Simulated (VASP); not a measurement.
# SnO (P4/nmm) in VASP: notebook, part 3 of 3

VASP 6.6.1.

## (5) Single point, LDA

This run uses another cell than the first one, of 15.01 Å³/atom, 1.036 times its volume.

INCAR

```
SYSTEM = SnO
PREC = Accurate
ENCUT = 520
EDIFF = 1E-7
ISMEAR = 0
SIGMA = 0.15
LREAL = .False.
LASPH = .True.
NELM = 100
ALGO = Normal
ISIF = 2
LWAVE = .False.
LCHARG = .True.
GGA = CA
LELF = .True.
LVHAR = .True.
NBANDS = 28
```

KPOINTS

```
Automatic mesh
0
Gamma
  10 10 8
  0 0 0
```

POSCAR

```
SnO
1.0
    3.5911000000      0.0000000000      0.0000000000
    0.0000000000      3.5911000000      0.0000000000
    0.0000000000      0.0000000000      4.6553197995
Sn O
2 2
Direct
    0.0000000000      0.5000000000      0.2457459271
    0.5000000000      0.0000000000      0.7542540729
    0.0000000000      0.0000000000      0.0000000000
    0.5000000000      0.5000000000      0.0000000000
```

Potentials or basis: VASP PAW LDA potentials, release 64 (Sn_d, O).

The run is started by

```
$ cat potpaw_LDA.64/Sn_d/POTCAR potpaw_LDA.64/O/POTCAR > POTCAR
$ mpirun -np 1 vasp_std > vasp.out
```

OUTCAR:

```text
SYSTEM = SnO
   PREC = Accurate
   ENCUT = 520
   EDIFF = 1E-7
   ISMEAR = 0
   LREAL = .False.
   LASPH = .True.
   NELM = 100
   ISIF = 2
   GGA = CA

 ion  position               nearest neighbor table
   1  0.000  0.500  0.246-   3 2.13   4 2.13   3 2.13   4 2.13   2 3.42   2 3.42   2 3.42   2 3.42
                             2 3.47   2 3.47   2 3.47   2 3.47
   2  0.500  0.000  0.754-   3 2.13   4 2.13   4 2.13   3 2.13   1 3.42   1 3.42   1 3.42   1 3.42
                             1 3.47   1 3.47   1 3.47   1 3.47
   3  0.000  0.000  0.000-   1 2.13   2 2.13   1 2.13   2 2.13
   4  0.500  0.500  0.000-   1 2.13   2 2.13   2 2.13   1 2.13

  LATTYP: Found a simple tetragonal cell.
 ALAT       =     3.5911000000
 C/A-ratio  =     1.2963492522

  Lattice vectors:

 A1 = (   3.5911000000,   0.0000000000,   0.0000000000)
 A2 = (   0.0000000000,   3.5911000000,   0.0000000000)
 A3 = (   0.0000000000,   0.0000000000,   4.6553197995)

Analysis of symmetry for initial positions (statically):
=====================================================================
 Subroutine PRICEL returns:
 Original cell was already a primitive cell.

 Routine SETGRP: Setting up the symmetry group for a
 simple tetragonal supercell.

 Subroutine GETGRP returns: Found 16 space group operations
 (whereof  8 operations were pure point group operations)
 out of a pool of 16 trial point group operations.

The static configuration has the point symmetry D_2d.
 The point group associated with its full space group is D_4h.

Analysis of symmetry for dynamics (positions and initial velocities):
=====================================================================
 Subroutine PRICEL returns:
 Original cell was already a primitive cell.

 Routine SETGRP: Setting up the symmetry group for a
 simple tetragonal supercell.

 Subroutine GETGRP returns: Found 16 space group operations
 (whereof  8 operations were pure point group operations)
 out of a pool of 16 trial point group operations.

The dynamic configuration has the point symmetry D_2d.
 The point group associated with its full space group is D_4h.
[... 119 lines left out ...]
   EFERMI_NEDOS =   21; number of points for ismear=-14 and -15
   IALGO  =     38    algorithm
   IMIX   =      4    mixing-type and parameters
     AMIX     =   0.40;   BMIX     =  1.00
     AMIX_MAG =   1.60;   BMIX_MAG =  1.00
  volume/ion in A,a.u.               =      15.01       101.28
  Fermi-wavevector in a.u.,A,eV,Ry     =   1.429859  2.702042 27.817081  2.044498
  Thomas-Fermi vector in A             =   2.549767
   LORBIT       =      0    0 simple, 1 ext, 2 COOP (PROOUT), +10 PAW based schemes
   GGA     = CA    functional components
   LHFCALC =     F    Hartree Fock is set to
   AEXX    =    0.0000 exact exchange contribution
   IVDW    =     0    specifies the selected vdW correction
   LEPSILON=     F    determine dielectric tensor
   LRPA    =     F    only Hartree local field effects (RPA)
 non-spin polarized calculation
 Gauss-broadening in eV      SIGMA  =   0.15
  energy-cutoff  :      520.00
  volume of cell :       60.04
 maximum number of plane-waves:      1640
 NGX is ok and might be reduce to    28
   NGX = 13   NGY = 13   NGZ = 17

 number of electron      40.0000018 magnetization

 Free energy of the ion-electron system (eV)
  ---------------------------------------------------
  ext. energy  EPLUGINS =         0.00000000
  ---------------------------------------------------
  free energy    TOTEN  =       -25.43450102 eV

  energy without entropy =      -25.42963614  energy(sigma->0) =      -25.43206858

 E-fermi :   9.2912     XC(G=0): -11.4744

 val. band max:        9.2418835681   @ k =   0.5000   0.4000   0.0000
 cond. band min:       9.3206979884   @ k =   0.4000   0.4000   0.1250
 fundamental gap:      0.0788144204
 Fermi energy:         9.2911729868

 k-point     1 :       0.0000    0.0000    0.0000
  band No.  band energies     occupation
      1     -13.4783      2.00000
      2     -12.7771      2.00000
      3     -12.7771      2.00000
      4     -12.7737      2.00000
      5     -12.6972      2.00000
      6     -12.6828      2.00000
[... 733 lines left out ...]
     27      16.4123      0.00000
     28      19.1315      0.00000

 [... further k-points ...]
[... 5 lines left out ...]
  --------------------------------------------------------------------------------------
  -------------------------------------------------------------------------------------
  Total        6.1508274      6.1508274      3.5326503      0.0000000      0.0000000      0.0000000
  in kB      164.1495147    164.1495147     94.2772089      0.0000000      0.0000000      0.0000000
  external PRESSURE =     140.8587461 kB  Pullay stress =       0.0000000 kB

 VOLUME and BASIS-vectors are now :
 -----------------------------------------------------------------------------
  energy-cutoff  :      520.00
  volume of cell :       60.04
      direct lattice vectors                 reciprocal lattice vectors
     3.591100000  0.000000000  0.000000000     0.278466208  0.000000000  0.000000000
     0.000000000  3.591100000  0.000000000     0.000000000  0.278466208  0.000000000
     0.000000000  0.000000000  4.655319799     0.000000000  0.000000000  0.214808014

 POSITION                                       TOTAL-FORCE (eV/Angst)
 -----------------------------------------------------------------------------------
      0.00000      1.79555      1.14403        -0.000000      0.000000      1.582272
      1.79555      0.00000      3.51129         0.000000      0.000000     -1.582272
      0.00000      0.00000      0.00000         0.000000     -0.000000      0.000000
      1.79555      1.79555      0.00000        -0.000000      0.000000      0.000000
 -----------------------------------------------------------------------------------
    total drift:                                0.000000      0.000000     -0.000000

  FREE ENERGIE OF THE ION-ELECTRON SYSTEM (eV)
  ---------------------------------------------------
  free  energy   TOTEN  =       -25.4345010182 eV

  energy  without entropy=      -25.4296361417  energy(sigma->0) =      -25.43206858
```

Run time: 2.1 min. Hardware: 1 thread of Intel Xeon Platinum 8488C (Sapphire Rapids), shared host; peak memory 0.25 GiB.

What came out:

| Property | Result |
| --- | --- |
| Free energy | -25.4345 eV |
| Pressure | 14.1 GPa |
| Largest force | 1.582 eV/Å |
| Band gap on the k mesh | zero (band 20 reaches 9.51 eV, above the bottom of band 21 at 8.64 eV) |

Forces in eV/Å, atoms in the order of the input:
```
Sn   0.000  0.000  1.582
Sn   0.000  0.000 -1.582
O    0.000  0.000  0.000
O    0.000  0.000  0.000
```

Levels at points of the mesh, in eV from the Fermi level:
```csv
k point,band 18,band 19,band 20,band 21,band 22,band 23
"(0.00, 0.00, 0.00)",-3.96,-3.96,0.22,2.66,4.22,4.58
"(0.50, 0.00, 0.00)",-5.97,-3.66,-3.66,3.30,3.30,6.16
"(0.50, 0.50, 0.00)",-3.22,-2.31,-2.31,-0.65,-0.65,3.97
"(0.00, 0.00, 0.50)",-3.98,-3.30,-2.71,1.66,2.52,2.52
"(0.50, 0.00, 0.50)",-5.92,-2.39,-2.39,2.58,2.58,5.51
"(0.50, 0.50, 0.50)",-3.28,-3.22,-3.22,1.79,1.79,4.19
```

Caveat: spin-orbit coupling is left out, which moves the levels of the heavy elements; forces of over 1 eV/Å act on the atoms, so gaps and moduli don't describe the material at rest.

## (6) Single point, LDA

This run uses another cell than the first one, of 15.12 Å³/atom, 1.043 times its volume.

INCAR

```
SYSTEM = SnO
ALGO     = Normal         ! electronic algorithm
EDIFF    = 1E-6           ! SCF threshold, eV
ENCUT    = 520            ! plane-wave cutoff, eV
GGA      = CA             ! functional
ISIF     = 2              ! what is computed and relaxed
ISMEAR   = 0              ! smearing method
LASPH    = .True.         ! aspherical terms in the spheres
LCHARG   = .False.        ! write CHGCAR
LREAL    = .False.        ! projectors in reciprocal space
LWAVE    = .False.        ! write WAVECAR
NBANDS   = 28             ! bands
NELM     = 60             ! most SCF steps
PREC     = Accurate       ! precision mode
SIGMA    = 0.15           ! smearing width, eV
```

KPOINTS

```
k-points
0
Gamma
  10 10 8
  0 0 0
```

POSCAR

```
SnO
1.0
    3.6790000000      0.0000000000      0.0000000000
    0.0000000000      3.6790000000      0.0000000000
    0.0000000000      0.0000000000      4.4691000000
Sn O
2 2
Direct
    0.0000000000      0.5000000000      0.2457459271
    0.5000000000      0.0000000000      0.7542540729
    0.0000000000      0.0000000000      0.0000000000
    0.5000000000      0.5000000000      0.0000000000
```

Potentials or basis: VASP PAW LDA potentials, release 64 (Sn_d, O).

The run is started by

```
$ cat potpaw_LDA.64/Sn_d/POTCAR potpaw_LDA.64/O/POTCAR > POTCAR
$ mpirun -np 1 vasp_std > vasp.out
```

Wall time 1.9 min (1 thread of Intel Xeon Platinum 8488C (Sapphire Rapids), shared host); peak memory 0.25 GiB.

Results (log left out):

| Property | Result |
| --- | --- |
| Free energy | -25.5345 eV |
| Pressure | 11.6 GPa |
| Largest force | 1.609 eV/Å |
| Band gap on the k mesh | zero (band 20 reaches 9.04 eV, above the bottom of band 21 at 8.57 eV) |

Forces on the atoms (eV/Å):
```
Sn   0.000  0.000  1.609
Sn   0.000  0.000 -1.609
O    0.000  0.000  0.000
O    0.000  0.000  0.000
```

Stress tensor (GPa, compression positive):
```
11.92  0.00  0.00
 0.00 11.92  0.00
 0.00  0.00 10.88
```

Levels at points of the mesh, in eV from the Fermi level:
```
           k point  band 18  band 19  band 20  band 21  band 22  band 23
(0.00, 0.00, 0.00)    -4.04    -4.04    -0.07     2.43     4.54     4.54
(0.50, 0.00, 0.00)    -5.92    -3.32    -3.32     3.61     3.61     6.03
(0.50, 0.50, 0.00)    -3.28    -2.06    -2.06    -0.46    -0.46     4.46
(0.00, 0.00, 0.50)    -4.05    -2.65    -2.42     1.28     2.42     2.42
(0.50, 0.00, 0.50)    -5.86    -2.08    -2.08     2.92     2.92     5.29
(0.50, 0.50, 0.50)    -3.29    -3.23    -3.23     2.12     2.12     4.66
```

Caveat: spin-orbit coupling is left out, which moves the levels of the heavy elements; forces of over 1 eV/Å act on the atoms, so gaps and moduli don't describe the material at rest.

## (7) Overview

| cell | gap on the mesh (eV) | pressure (GPa) | largest force (eV/Å) |
| --- | --- | --- | --- |
| a = 3.679, b = 3.679, c = 4.283 Å, 4 atoms | none | 17.6 | 2.40 |
| a = 3.767, b = 3.767, c = 4.097 Å, 4 atoms | - | 15.1 | 2.22 |
| a = 3.503, b = 3.503, c = 4.841 Å, 4 atoms | none | 17.2 | 1.37 |
| a = 3.591, b = 3.591, c = 4.655 Å, 4 atoms | none | 14.1 | 1.58 |
| a = 3.679, b = 3.679, c = 4.469 Å, 4 atoms | none | 11.6 | 1.61 |

Alike in all rows: task single point; level LDA; potentials or basis VASP PAW LDA potentials, release 64 (Sn_d, O); no spin polarisation; k mesh 10 × 10 × 8; cutoff (eV) 520; smearing gaussian 0.15 eV.

Caveats: spin-orbit coupling is left out, which moves the levels of the heavy elements; forces of over 1 eV/Å act on the atoms, so gaps and moduli don't describe the material at rest.

Total energies depend on the potentials used, so only differences within one code and one set of settings carry meaning.
